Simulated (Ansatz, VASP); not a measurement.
## MnS in VASP and in Ansatz

```
CELL_PARAMETERS angstrom
0.00000 2.60450 2.60450
2.60450 0.00000 2.60450
2.60450 2.60450 0.00000
ATOMIC_POSITIONS crystal
Mn 0.00000 0.00000 0.00000
S 0.50000 0.50000 0.50000
```

Alike in both runs: task single point; functional PBE; k mesh 7 × 7 × 7; occupations fermi-dirac, width 0.05 eV; collinear spin; fixed moment 4 μB.

|  | VASP | Ansatz |
| --- | --- | --- |
| version | VASP 6.6.1 | Ansatz 0.2.0 |
| potentials or method | VASP PAW PBE potentials, release 64 (Mn_sv, S) | Ansatz PAW |
| plane-wave cutoff (eV) | 680 | 420 |
| valence electrons in the cell | 21 | 21 |

```tsv
	VASP	Ansatz	Ansatz less VASP
pressure (GPa)	-10.1	-9.8	+0.32
net moment per atom (μB)	2.00	2.00	0.000
size of the moment on the site where the two differ most (μB)	3.63	3.76	+0.136
```

Site moments also hang on the region over which each program counts them.
